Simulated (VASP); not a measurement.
Runs of VASP 6.6.1 on CsRe. The structure is that of space group F-43m (No. 216), or close to it. The cells are those of the table. 

| task | cell | k mesh | gap on the mesh (eV) | pressure (GPa) | relaxed volume (Å³/atom) |
| --- | --- | --- | --- | --- | --- |
| relaxation of cell and atoms | relaxed from a = 4.840 Å, angles 60.0°, 2 atoms | 14 × 14 × 14 | none | 0.0 | 33.85 |
| single point | a = 4.422 Å, angles 60.0°, 2 atoms | 16 × 16 × 16 | none | 2.5 | - |
| relaxation of cell and atoms | relaxed from a = 4.422 Å, angles 60.0°, 2 atoms | 16 × 16 × 16 | none | 0.0 | (a) |
| single point | a = 4.422 Å, angles 60.0°, 2 atoms | 14 × 14 × 14 | none | 2.4 | - |

Alike in all rows: level PBE; potentials or basis VASP PAW PBE potentials, release 64 (Cs_sv, Re); no spin polarisation; cutoff (eV) 600; smearing gaussian 0.1 eV.

Q: Estimate the missing entries.

A: (a) 33.82.

Caveats: spin-orbit coupling is left out, which moves the levels of the heavy elements; the volume moved by over 15 % at a fixed basis, so the end points are rough (some runs).

A k mesh can miss the band edges, and the runs leave out spin-orbit coupling on Cs, Re.

A gap of «none» marks levels without a gap at the run's occupations.
